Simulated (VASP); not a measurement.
# Sb (P6_3/mmc) in VASP: further runs

The runs below take Sb through single point, with PBEsol.

Program: VASP 6.6.1. These are calculated values, not measurements. Logs are shortened: lines on timing, memory, paths and dates and some standing lists are left out, and cuts for length are marked.

### 1 The cell of the first run

Symmetry: P6_3/mmc, No. 194, hexagonal system. Conventional cell: a = 3.401 Å, b = 3.401 Å, c = 5.624 Å, α = 90.00°, β = 90.00°, γ = 120.00°. Sb (site symmetry -6m2) has 12 Sb at 3.40 to 3.43 Å within 4.5 Å.

This isn't the form of Sb at room conditions, which is rhombohedral.

### 2 Single point, PBEsol (28.17 Å³/atom)

Input file INCAR:

```
SYSTEM = Sb
  ALGO = Normal
  EDIFF = 1E-6
  ENCUT = 520
  GGA = PS
  ISIF = 2
  ISMEAR = -1
  LASPH = .True.
  LCHARG = .False.
  LREAL = .False.
  LWAVE = .False.
  NBANDS = 12
  NELM = 80
  PREC = Accurate
  SIGMA = 0.1
```

Input file KPOINTS:

```
k-points
0
Gamma
  12 12 7
  0 0 0
```

Input file POSCAR:

```
Sb
1.0
    3.4012713008      0.0000000000      0.0000000000
   -1.7006356504      2.9455873517      0.0000000000
    0.0000000000      0.0000000000      5.6242159543
Sb
2
Direct
    0.3333333333      0.6666666667      0.2500000000
    0.6666666667      0.3333333333      0.7500000000
```

Potentials or basis: VASP PAW PBE potentials, release 64 (Sb).

Run with:

```bash
$ cat potpaw_PBE.64/Sb/POTCAR > POTCAR
$ mpirun -np 1 vasp_std > vasp.out
```

OUTCAR:

```text
SYSTEM = Sb
   EDIFF = 1E-6
   ENCUT = 520
   GGA = PS
   ISIF = 2
   ISMEAR = -1
   LASPH = .True.
   LREAL = .False.
   NELM = 80
   PREC = Accurate

 ion  position               nearest neighbor table
   1  0.333  0.667  0.250-   2 3.43   2 3.43   2 3.43   2 3.43   2 3.43   2 3.43
   2  0.667  0.333  0.750-   1 3.43   1 3.43   1 3.43   1 3.43   1 3.43   1 3.43

  LATTYP: Found a hexagonal cell.
 ALAT       =     3.4012713008
 C/A-ratio  =     1.6535628760

  Lattice vectors:

 A1 = (   3.4012713008,   0.0000000000,   0.0000000000)
 A2 = (  -1.7006356504,   2.9455873517,   0.0000000000)
 A3 = (   0.0000000000,   0.0000000000,   5.6242159543)

Analysis of symmetry for initial positions (statically):
=====================================================================
 Subroutine PRICEL returns:
 Original cell was already a primitive cell.

 Routine SETGRP: Setting up the symmetry group for a
 hexagonal supercell.

 Subroutine GETGRP returns: Found 24 space group operations
 (whereof 12 operations were pure point group operations)
 out of a pool of 24 trial point group operations.

The static configuration has the point symmetry D_3d.
 The point group associated with its full space group is D_6h.

Analysis of symmetry for dynamics (positions and initial velocities):
=====================================================================
 Subroutine PRICEL returns:
 Original cell was already a primitive cell.

 Routine SETGRP: Setting up the symmetry group for a
 hexagonal supercell.

 Subroutine GETGRP returns: Found 24 space group operations
 (whereof 12 operations were pure point group operations)
 out of a pool of 24 trial point group operations.

The dynamic configuration has the point symmetry D_3d.
 The point group associated with its full space group is D_6h.

 Subroutine INISYM returns: Found 24 space group operations
 (whereof 12 operations are pure point group operations),
 and found     1 'primitive' translations

----------------------------------------------------------------------------------------

                                     Primitive cell

  volume of cell :      56.3476

  direct lattice vectors                    reciprocal lattice vectors
     3.401271301  0.000000000  0.000000000     0.294007714  0.169745433  0.000000000
    -1.700635650  2.945587352  0.000000000     0.000000000  0.339490866  0.000000000
     0.000000000  0.000000000  5.624215954     0.000000000  0.000000000  0.177802561

  length of vectors
     3.401271301  3.401271301  5.624215954     0.339490866  0.339490866  0.177802561

  position of ions in fractional coordinates (direct lattice)
     0.333333333  0.666666667  0.250000000
     0.666666667  0.333333333  0.750000000

  ion indices of the primitive-cell ions
   primitive index   ion index
                 1           1
                 2           2

----------------------------------------------------------------------------------------

 KPOINTS: k-points

Automatic generation of k-mesh.
 Grid dimensions read from file:
 generate k-points for:   12   12    7

 Generating k-lattice:

  Cartesian coordinates                     Fractional coordinates (reciprocal lattice)
     0.024500643  0.014145453  0.000000000     0.083333333  0.000000000  0.000000000
     0.000000000  0.028290905  0.000000000     0.000000000  0.083333333  0.000000000
     0.000000000  0.000000000  0.025400366     0.000000000  0.000000000  0.142857143

  Length of vectors
     0.028290905  0.028290905  0.025400366

  Shift w.r.t. Gamma in fractional coordinates (k-lattice)
     0.000000000  0.000000000  0.000000000

 Subroutine IBZKPT returns following result:
 ===========================================

 Found     76 irreducible k-points:

 Following reciprocal coordinates:
            Coordinates               Weight
  0.000000  0.000000  0.000000      1.000000
  0.083333  0.000000  0.000000      6.000000
  0.166667  0.000000  0.000000      6.000000
  0.250000  0.000000  0.000000      6.000000
  0.333333  0.000000  0.000000      6.000000
  0.416667  0.000000  0.000000      6.000000
[... 16 lines left out ...]
  0.250000  0.000000  0.142857     12.000000
  0.333333  0.000000  0.142857     12.000000
 [... further k-points ...]
   k-points           NKPTS =     76   k-points in BZ     NKDIM =     76   number of bands    NBANDS=     12
   number of dos      NEDOS =    301   number of ions     NIONS =      2
   total plane-waves  NPLWV =  32928
   dimension x,y,z NGX =    28 NGY =   28 NGZ =   42
   dimension x,y,z NGXF=    56 NGYF=   56 NGZF=   84
   ions per type =               2
   NGX,Y,Z   is equivalent  to a cutoff of  13.69, 13.69, 12.41 a.u.
   NGXF,Y,Z  is equivalent  to a cutoff of  27.37, 27.37, 24.83 a.u.
 SYSTEM =  Sb
   PREC   = accura    normal or accurate (medium, high low for compatibility)
   ISTART =      0    job   : 0-new  1-cont  2-samecut
   ICHARG =      2    charge: 1-file 2-atom 10-const
   ISPIN  =      1    spin polarized calculation?
   LNONCOLLINEAR =      F non collinear calculations
   LSORBIT =      F    spin-orbit coupling
   LASPH  =      T    aspherical Exc in radial PAW
   ENCUT  =  520.0 eV  38.22 Ry    6.18 a.u.   6.32  6.32 10.46*2*pi/ulx,y,z
   NELM   =     80;   NELMIN=  2; NELMDL= -5     # of ELM steps
   EDIFF  = 0.1E-05   stopping-criterion for ELM
   LREAL  =      F    real-space projection
[... 7 lines left out ...]
   TEBEG  =    0.0;   TEEND  =   0.0 temperature during run
   PSTRESS=    0.0 pullay stress
   NELECT =      10.0000    total number of electrons
   NUPDOWN=      -1.0000    fix difference up-down
   EMIN   =  10.00;   EMAX   =-10.00  energy-range for DOS
   EFERMI =   0.00;   METHOD = LEGACY
   ISMEAR =    -1;   SIGMA  =   0.10  broadening in eV -4-tet -1-fermi 0-gaus
   EFERMI_NEDOS =   21; number of points for ismear=-14 and -15
   IALGO  =     38    algorithm
   IMIX   =      4    mixing-type and parameters
     AMIX     =   0.40;   BMIX     =  1.00
     AMIX_MAG =   1.60;   BMIX_MAG =  1.00
  volume/ion in A,a.u.               =      28.17       190.13
  Fermi-wavevector in a.u.,A,eV,Ry     =   0.919990  1.738529 11.515721  0.846382
  Thomas-Fermi vector in A             =   2.045246
   LORBIT       =      0    0 simple, 1 ext, 2 COOP (PROOUT), +10 PAW based schemes
   GGA     = PS    functional components
   LHFCALC =     F    Hartree Fock is set to
   AEXX    =    0.0000 exact exchange contribution
   IVDW    =     0    specifies the selected vdW correction
   LEPSILON=     F    determine dielectric tensor
   LRPA    =     F    only Hartree local field effects (RPA)
 non-spin polarized calculation
  energy-cutoff  :      520.00
  volume of cell :       56.35
 maximum number of plane-waves:      1539
 NGX is ok and might be reduce to    28
   NGX = 13   NGY = 13   NGZ = 21

 number of electron      10.0000000 magnetization

 Free energy of the ion-electron system (eV)
  ---------------------------------------------------
  ext. energy  EPLUGINS =         0.00000000
  ---------------------------------------------------
  free energy    TOTEN  =        -8.63216916 eV

  energy without entropy =       -8.58402023  energy(sigma->0) =       -8.60809469

 E-fermi :   7.8093     XC(G=0): -10.1374

 val. band max:        7.7682390368   @ k =   0.4167   0.1667   0.0000
 cond. band min:       7.8186109333   @ k =   0.0000   0.0000   0.4286
 fundamental gap:      0.0503718964
 Fermi energy:         7.8093085777

 k-point     1 :       0.0000    0.0000    0.0000
  band No.  band energies     occupation
      1      -4.7917      2.00000
      2      -1.3912      2.00000
      3       2.2373      2.00000
      4      11.3000      0.00000
      5      11.3000      0.00000
      6      12.6861      0.00000
      7      12.7742      0.00000
      8      12.7742      0.00000
      9      15.4417      0.00000
     10      16.7093      0.00000
     11      17.6232      0.00000
     12      17.6232      0.00000

 k-point     2 :       0.0833    0.0000    0.0000
  band No.  band energies     occupation
      1      -4.6736      2.00000
      2      -1.2879      2.00000
      3       2.3608      2.00000
      4      10.1522      0.00000
      5      10.8747      0.00000
      6      12.1170      0.00000
      7      12.5923      0.00000
      8      12.8292      0.00000
      9      15.7539      0.00000
     10      16.5280      0.00000
     11      17.7086      0.00000
     12      17.7412      0.00000

 k-point     3 :       0.1667    0.0000    0.0000
  band No.  band energies     occupation
      1      -4.3213      2.00000
      2      -0.9862      2.00000
      3       2.7280      2.00000
      4       8.1105      0.09376
      5      10.0885      0.00000
      6      10.6052      0.00000
      7      12.1754      0.00000
      8      12.6095      0.00000
      9      14.5593      0.00000
     10      16.6408      0.00000
     11      17.3590      0.00000
     12      17.9243      0.00000
[... 286 lines left out ...]
 k-point    23 :       0.2500    0.0000    0.1429
  band No.  band energies     occupation
      1      -3.6489      2.00000
      2      -0.8675      2.00000
      3       3.8144      2.00000
      4       6.2192      2.00000
      5       8.4667      0.00279
      6       9.4309      0.00000
      7      11.1793      0.00000
      8      11.8968      0.00000
      9      13.6373      0.00000
     10      15.2602      0.00000
     11      16.2676      0.00000
     12      18.0347      0.00000

 k-point    24 :       0.3333    0.0000    0.1429
  band No.  band energies     occupation
      1      -2.8657      2.00000
      2      -0.2944      2.00000
      3       3.9817      2.00000
      4       5.0872      2.00000
      5       6.6800      1.99998
      6       8.8480      0.00006
      7      10.1623      0.00000
      8      11.4082      0.00000
      9      12.9692      0.00000
     10      14.7048      0.00000
     11      16.1772      0.00000
     12      17.6154      0.00000

 [... further k-points ...]

------------------------ aborting loop because EDIFF is reached ----------------------------------------

  FORCE on cell =-STRESS in cart. coord.  units (eV):
  Direction    XX          YY          ZZ          XY          YZ          ZX
  --------------------------------------------------------------------------------------
  -------------------------------------------------------------------------------------
  Total       -1.4791130     -1.4791130     -1.4891284      0.0000000      0.0000000      0.0000000
  in kB      -42.0568513    -42.0568513    -42.3416286      0.0000000      0.0000000      0.0000000
  external PRESSURE =     -42.1517771 kB  Pullay stress =       0.0000000 kB

 VOLUME and BASIS-vectors are now :
 -----------------------------------------------------------------------------
  energy-cutoff  :      520.00
  volume of cell :       56.35
      direct lattice vectors                 reciprocal lattice vectors
     3.401271301  0.000000000  0.000000000     0.294007714  0.169745433  0.000000000
    -1.700635650  2.945587352  0.000000000     0.000000000  0.339490866  0.000000000
     0.000000000  0.000000000  5.624215954     0.000000000  0.000000000  0.177802561

 POSITION                                       TOTAL-FORCE (eV/Angst)
 -----------------------------------------------------------------------------------
     -0.00000      1.96372      1.40605         0.000000     -0.000000      0.000000
      1.70064      0.98186      4.21816         0.000000      0.000000      0.000000
 -----------------------------------------------------------------------------------
    total drift:                               -0.000000      0.000000      0.000000

  FREE ENERGIE OF THE ION-ELECTRON SYSTEM (eV)
  ---------------------------------------------------
  free  energy   TOTEN  =        -8.6321691560 eV

  energy  without entropy=       -8.5840202321  energy(sigma->0) =       -8.60809469
```

Wall time 18 s (1 thread of AMD EPYC 9R45 (Zen 5), shared host); peak memory 0.16 GiB.

Results:

- Free energy: -8.6322 eV
- Pressure: -4.2 GPa
- Band gap on the k mesh: zero (bands 5 and 6 overlap by 6.80 eV)

Levels at points of the mesh, in eV from the Fermi level:
```csv
k point,band 3,band 4,band 5,band 6,band 7,band 8
"(0.00, 0.00, 0.00)",-5.57,3.49,3.49,4.88,4.96,4.96
"(0.50, 0.00, 0.00)",-4.31,-3.06,-2.14,-0.08,0.45,3.41
```

Caveat: the cell stands under tension; the PAW data sets were made with another functional, which shifts forces and pressure a little; spin-orbit coupling is left out, which moves the levels of the heavy elements.

(Part 1 of 2 ends here.)

The gap in the log of VASP goes by the Fermi energy; the results here count the filled bands.